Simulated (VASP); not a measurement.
# Li2Nb (P6/mmm) in VASP: notebook, part 3 of 3

VASP 6.6.1. The steps go on from the part before.

**6. Relaxation of cell and atoms, PBE**

This run uses another cell than the first one, of 12.48 Å³/atom, 0.672 times its volume.

File INCAR:

```
SYSTEM = Li2Nb
  PREC = Accurate
  ENCUT = 600
  EDIFF = 1E-7
  ISMEAR = 0
  SIGMA = 0.1
  LREAL = .FALSE.
  LASPH = .TRUE.
  NELM = 100
  ALGO = Normal
  ISIF = 3
  LWAVE = .FALSE.
  LCHARG = .FALSE.
  GGA = PE
  IBRION = 2
  NSW = 90
  EDIFFG = -0.04
```

File KPOINTS:

```
Automatic mesh
0
G
  9 9 4
  0 0 0
```

File POSCAR:

```
Li2Nb
1.0
    2.7809289600      0.0000000000      0.0000000000
   -1.3904644800      2.4083551200      0.0000000000
    0.0000000000      0.0000000000      5.5885382400
Li Nb
2 1
Direct
    0.0000000000      0.0000000000      0.1605760300
    0.0000000000      0.0000000000      0.8394239700
    0.0000000000      0.0000000000      0.5000000000
```

Potentials or basis: VASP PAW PBE potentials, release 64 (Li_sv, Nb_sv).

Launch:

```bash
$ cat potpaw_PBE.64/Li_sv/POTCAR potpaw_PBE.64/Nb_sv/POTCAR > POTCAR
$ mpirun -np 1 vasp_std > vasp.out
```

OUTCAR:

```text
SYSTEM = Li2Nb
   PREC = Accurate
   ENCUT = 600
   EDIFF = 1E-7
   ISMEAR = 0
   LREAL = .FALSE.
   LASPH = .TRUE.
   NELM = 100
   ISIF = 3
   GGA = PE
   IBRION = 2
   NSW = 90
   EDIFFG = -0.04

 ion  position               nearest neighbor table
   1  0.000  0.000  0.161-   2 1.79   3 1.90
   2  0.000  0.000  0.839-   1 1.79   3 1.90
   3  0.000  0.000  0.500-   1 1.90   2 1.90

  LATTYP: Found a hexagonal cell.
 ALAT       =     2.7809289600
 C/A-ratio  =     2.0095940315

  Lattice vectors:

 A1 = (   2.7809289600,   0.0000000000,   0.0000000000)
 A2 = (  -1.3904644800,   2.4083551200,   0.0000000000)
 A3 = (   0.0000000000,   0.0000000000,   5.5885382400)

Analysis of symmetry for initial positions (statically):
=====================================================================
 Subroutine PRICEL returns:
 Original cell was already a primitive cell.

 Routine SETGRP: Setting up the symmetry group for a
 hexagonal supercell.

 Subroutine GETGRP returns: Found 24 space group operations
 (whereof 24 operations were pure point group operations)
 out of a pool of 24 trial point group operations.

The static configuration has the point symmetry D_6h.

Analysis of symmetry for dynamics (positions and initial velocities):
=====================================================================
 Subroutine PRICEL returns:
 Original cell was already a primitive cell.

 Routine SETGRP: Setting up the symmetry group for a
 hexagonal supercell.

 Subroutine GETGRP returns: Found 24 space group operations
 (whereof 24 operations were pure point group operations)
 out of a pool of 24 trial point group operations.

The dynamic configuration has the point symmetry D_6h.

 Subroutine INISYM returns: Found 24 space group operations
 (whereof 24 operations are pure point group operations),
 and found     1 'primitive' translations

----------------------------------------------------------------------------------------

                                     Primitive cell

  volume of cell :      37.4290

  direct lattice vectors                    reciprocal lattice vectors
     2.780928960  0.000000000  0.000000000     0.359592070  0.207610579  0.000000000
    -1.390464480  2.408355120  0.000000000     0.000000000  0.415221157  0.000000000
     0.000000000  0.000000000  5.588538240     0.000000000  0.000000000  0.178937668

  length of vectors
     2.780928960  2.780928955  5.588538240     0.415221157  0.415221157  0.178937668

  position of ions in fractional coordinates (direct lattice)
     0.000000000  0.000000000  0.160576030
     0.000000000  0.000000000  0.839423970
     0.000000000  0.000000000  0.500000000

  ion indices of the primitive-cell ions
   primitive index   ion index
                 1           1
                 2           2
                 3           3

----------------------------------------------------------------------------------------

 KPOINTS: Automatic mesh

Automatic generation of k-mesh.
 Grid dimensions read from file:
 generate k-points for:    9    9    4

 Generating k-lattice:

  Cartesian coordinates                     Fractional coordinates (reciprocal lattice)
     0.039954674  0.023067842  0.000000000     0.111111111  0.000000000  0.000000000
     0.000000000  0.046135684  0.000000000     0.000000000  0.111111111  0.000000000
     0.000000000  0.000000000  0.044734417     0.000000000  0.000000000  0.250000000

  Length of vectors
     0.046135684  0.046135684  0.044734417

  Shift w.r.t. Gamma in fractional coordinates (k-lattice)
     0.000000000  0.000000000  0.000000000

 Subroutine IBZKPT returns following result:
 ===========================================

 Found     36 irreducible k-points:

 Following reciprocal coordinates:
            Coordinates               Weight
  0.000000  0.000000  0.000000      1.000000
  0.111111 -0.000000  0.000000      6.000000
  0.222222  0.000000  0.000000      6.000000
  0.333333  0.000000  0.000000      6.000000
  0.444444  0.000000  0.000000      6.000000
  0.111111  0.111111  0.000000      6.000000
[... 16 lines left out ...]
  0.333333  0.222222  0.250000     24.000000
  0.333333  0.333333  0.250000      4.000000
 [... further k-points ...]
   k-points           NKPTS =     36   k-points in BZ     NKDIM =     36   number of bands    NBANDS=     13
   number of dos      NEDOS =    301   number of ions     NIONS =      3
   total plane-waves  NPLWV =  27648
   dimension x,y,z NGX =    24 NGY =   24 NGZ =   48
   dimension x,y,z NGXF=    48 NGYF=   48 NGZF=   96
   ions per type =               2   1
   NGX,Y,Z   is equivalent  to a cutoff of  14.35, 14.35, 14.28 a.u.
   NGXF,Y,Z  is equivalent  to a cutoff of  28.69, 28.69, 28.56 a.u.
 SYSTEM =  Li2Nb
   PREC   = accura    normal or accurate (medium, high low for compatibility)
   ISTART =      0    job   : 0-new  1-cont  2-samecut
   ICHARG =      2    charge: 1-file 2-atom 10-const
   ISPIN  =      1    spin polarized calculation?
   LNONCOLLINEAR =      F non collinear calculations
   LSORBIT =      F    spin-orbit coupling
   LASPH  =      T    aspherical Exc in radial PAW
   ENCUT  =  600.0 eV  44.10 Ry    6.64 a.u.   5.55  5.55 11.16*2*pi/ulx,y,z
   NELM   =    100;   NELMIN=  2; NELMDL= -5     # of ELM steps
   EDIFF  = 0.1E-06   stopping-criterion for ELM
   LREAL  =      F    real-space projection
   EDIFFG = -.4E-01   stopping-criterion for IOM
   NSW    =     90    number of steps for IOM
   IBRION =      2    ionic relax: 0-MD 1-quasi-New 2-CG
   NFREE  =      1    steps in history (QN), initial steepest desc. (CG)
   ISIF   =      3    stress and relaxation
   ISYM   =      2    0-nonsym 1-usesym 2-fastsym
   POTIM  = 0.5000    time-step for ionic-motion
   TEBEG  =    0.0;   TEEND  =   0.0 temperature during run
   PSTRESS=    0.0 pullay stress
   NELECT =      19.0000    total number of electrons
   NUPDOWN=      -1.0000    fix difference up-down
   EMIN   =  10.00;   EMAX   =-10.00  energy-range for DOS
   EFERMI =   0.00;   METHOD = LEGACY
   ISMEAR =     0;   SIGMA  =   0.10  broadening in eV -4-tet -1-fermi 0-gaus
   EFERMI_NEDOS =   21; number of points for ismear=-14 and -15
   IALGO  =     38    algorithm
   IMIX   =      4    mixing-type and parameters
     AMIX     =   0.40;   BMIX     =  1.00
     AMIX_MAG =   1.60;   BMIX_MAG =  1.00
  volume/ion in A,a.u.               =      12.48        84.19
  Fermi-wavevector in a.u.,A,eV,Ry     =   1.305940  2.467868 23.204446  1.705479
  Thomas-Fermi vector in A             =   2.436775
   LORBIT       =      0    0 simple, 1 ext, 2 COOP (PROOUT), +10 PAW based schemes
   GGA     = PE    functional components
   LHFCALC =     F    Hartree Fock is set to
   AEXX    =    0.0000 exact exchange contribution
   IVDW    =     0    specifies the selected vdW correction
   LEPSILON=     F    determine dielectric tensor
   LRPA    =     F    only Hartree local field effects (RPA)
 conjugate gradient relaxation of ions
 non-spin polarized calculation
 Gauss-broadening in eV      SIGMA  =   0.10
  energy-cutoff  :      600.00
  volume of cell :       37.43
 maximum number of plane-waves:      1274
 NGX is ok and might be reduce to    24
   NGX = 11   NGY = 11   NGZ = 23

--------------------------------------- Ionic step        1  -------------------------------------------

 number of electron      19.0000005 magnetization

 Free energy of the ion-electron system (eV)
  ---------------------------------------------------
  ext. energy  EPLUGINS =         0.00000000
  ---------------------------------------------------
  free energy    TOTEN  =        -8.68185604 eV

  energy without entropy =       -8.67265383  energy(sigma->0) =       -8.67725493

 E-fermi :   7.5748     XC(G=0): -10.6002

 val. band max:        7.5069529102   @ k =   0.2222   0.2222   0.0000
 cond. band min:       7.5866622979   @ k =   0.2222   0.2222   0.2500
 fundamental gap:      0.0797093877
 Fermi energy:         7.5748444930

 k-point     1 :       0.0000    0.0000    0.0000
  band No.  band energies     occupation
      1     -47.3716      2.00000
      2     -40.1769      2.00000
      3     -39.9091      2.00000
      4     -23.9294      2.00000
      5     -22.3252      2.00000
      6     -22.3252      2.00000
      7       2.1537      2.00000
      8       4.9342      2.00000
      9       6.8723      2.00000
     10       7.4565      1.90582
     11       8.0728      0.00000
     12       8.0728      0.00000
     13      10.4210      0.00000
[... 472 lines left out ...]
  FREE ENERGIE OF THE ION-ELECTRON SYSTEM (eV)
  ---------------------------------------------------
  free  energy   TOTEN  =       -12.2064326547 eV

  energy  without entropy=      -12.1913712590  energy(sigma->0) =      -12.19890196

[... ionic steps 4 to 7 ...]

--------------------------------------- Ionic step        8  -------------------------------------------

 number of electron      19.0000004 magnetization

------------------------ aborting loop because EDIFF is reached ----------------------------------------
[... 69 lines left out ...]
--------------------------------------- Ionic step       10  -------------------------------------------

 number of electron      19.0000000 magnetization

 Free energy of the ion-electron system (eV)
  ---------------------------------------------------
  ext. energy  EPLUGINS =         0.00000000
  ---------------------------------------------------
  free energy    TOTEN  =       -12.59420538 eV

  energy without entropy =      -12.58349107  energy(sigma->0) =      -12.58884822

 E-fermi :   4.6660     XC(G=0):  -9.2466

 val. band max:        4.6568344960   @ k =   0.3333   0.0000   0.2500
 cond. band min:       4.7386906291   @ k =   0.3333   0.2222   0.0000
 fundamental gap:      0.0818561331
 Fermi energy:         4.6660033142

 k-point     1 :       0.0000    0.0000    0.0000
  band No.  band energies     occupation
      1     -50.1872      2.00000
      2     -41.8113      2.00000
      3     -41.7784      2.00000
      4     -26.3729      2.00000
      5     -25.2158      2.00000
      6     -25.2158      2.00000
      7      -0.3071      2.00000
      8       1.5948      2.00000
      9       2.8659      2.00000
     10       2.8885      2.00000
     11       5.2221      0.00000
     12       5.2221      0.00000
     13       8.5077      0.00000
[... 398 lines left out ...]
  FREE ENERGIE OF THE ION-ELECTRON SYSTEM (eV)
  ---------------------------------------------------
  free  energy   TOTEN  =       -12.5942053794 eV

  energy  without entropy=      -12.5834910684  energy(sigma->0) =      -12.58884822

 reached required accuracy - stopping structural energy minimisation
```

CONTCAR:

```text
Li2Nb
   1.00000000000000
     2.7614270597914650    0.0000000000000000    0.0000000000000000
    -1.3807135298957325    2.3914659791211625   -0.0000000000000000
    -0.0000000000000000   -0.0000000000000000    7.9181952221063696
  Li              Nb
     2     1
Direct
     0.0000000000000000    0.0000000000000000    0.1584451872761823
     0.0000000000000000    0.0000000000000000    0.8415548127238177
     1.0000000000000000    0.0000000000000000    0.5000000000000000

  0.00000000E+00  0.00000000E+00  0.00000000E+00
  0.00000000E+00  0.00000000E+00  0.00000000E+00
  0.00000000E+00  0.00000000E+00  0.00000000E+00
```

Run time: 90 s. Hardware: 1 thread of Intel Xeon 6975P-C (Granite Rapids), shared host; peak memory 0.18 GiB.

Results:

```
Free energy                            : -12.5942 eV
Relaxed volume                         : 17.43 Å³/atom
Relaxed cell                           : a = 2.761 Å, b = 2.761 Å, c = 7.918 Å, α = 90.00°, β = 90.00°, γ = 120.00°
Space group after relaxing (to 0.05 Å) : P6/mmm (No. 191)
Energy gained by relaxing              : 1304.1 meV/atom
Ionic steps                            : 10
Pressure after relaxing                : 0.0 GPa
Largest force after relaxing           : 0.030 eV/Å
```

Forces in eV/Å, atoms in the order of the input:
```
Li   0.000  0.000 -0.030
Li   0.000  0.000  0.030
Nb   0.000  0.000  0.000
```

The path:
| step | energy change (eV) | largest force (eV/Å) | pressure (GPa) | volume (Å³) |
| --- | --- | --- | --- | --- |
| 1 | 0.0000 | 3.5809 | 33.72 | 37.43 |
| 2 | -3.5203 | 1.4210 | -0.09 | 51.56 |
| 3 | -3.5246 | 1.4412 | 1.47 | 50.21 |
| 4 | -3.5249 | 1.4361 | 0.34 | 51.17 |
| 5 | -3.7104 | 1.1863 | -0.18 | 51.87 |
| 6 | -3.8059 | 0.7229 | -0.37 | 52.64 |
| 7 | -3.9098 | 0.0148 | -0.54 | 52.76 |
| 8 | -3.9107 | 0.0463 | -0.53 | 52.77 |
| 9 | -3.9107 | 0.0599 | -0.52 | 52.77 |
| 10 | -3.9123 | 0.0297 | 0.04 | 52.29 |

Final structure:
```yaml
crystal:
  lattice:
    - [2.76143, 0.00000, 0.00000]
    - [-1.38071, 2.39147, 0.00000]
    - [0.00000, 0.00000, 7.91820]
  atoms:
    - { symbol: Li, position: [0.00000, 0.00000, 0.15845] }
    - { symbol: Li, position: [0.00000, 0.00000, 0.84155] }
    - { symbol: Nb, position: [0.00000, 0.00000, 0.50000] }
```

Caveat: the cutoff is under 1.25 times the usual one of these potentials, so pressure, stress and relaxed cells hold a basis-set (Pulay) error; the volume moved by over 15 % at a fixed basis, so the end points are rough.

**7. Summary**

| task | cell | k mesh | cutoff (eV) | gap on the mesh (eV) | pressure (GPa) | relaxed volume (Å³/atom) | largest force (eV/Å) |
| --- | --- | --- | --- | --- | --- | --- | --- |
| single point | a = 2.769, b = 2.769, c = 8.390 Å, angles 90.0, 90.0, 120.0°, 3 atoms | 21 × 21 × 6 | 520 | none | - | - | 0.01 |
| relaxation of cell and atoms | relaxed from a = 2.777, b = 2.777, c = 8.432 Å, angles 90.0, 90.0, 120.0°, 3 atoms | 21 × 21 × 6 | 600 | none | 0.0 | 18.51 | - |
| single point | a = 2.781, b = 2.781, c = 5.589 Å, angles 90.0, 90.0, 120.0°, 3 atoms | 9 × 9 × 4 | 520 | none | - | - | 3.59 |
| single point | a = 2.777, b = 2.777, c = 8.432 Å, angles 90.0, 90.0, 120.0°, 3 atoms | 9 × 9 × 4 | 520 | none | - | - | 0.01 |
| relaxation of cell and atoms | relaxed from a = 2.781, b = 2.781, c = 5.589 Å, angles 90.0, 90.0, 120.0°, 3 atoms | 9 × 9 × 4 | 600 | none | 0.0 | 17.43 | 0.03 |

Alike in all rows: level PBE; potentials or basis VASP PAW PBE potentials, release 64 (Li_sv, Nb_sv); no spin polarisation; smearing gaussian 0.1 eV.

Caveats: the cutoff is under 1.25 times the usual one of these potentials, so pressure, stress and relaxed cells hold a basis-set (Pulay) error; forces of over 1 eV/Å act on the atoms, so gaps and moduli don't describe the material at rest (some runs); the volume moved by over 15 % at a fixed basis, so the end points are rough (some runs).

Total energies depend on the potentials used, so only differences within one code and one set of settings carry meaning.
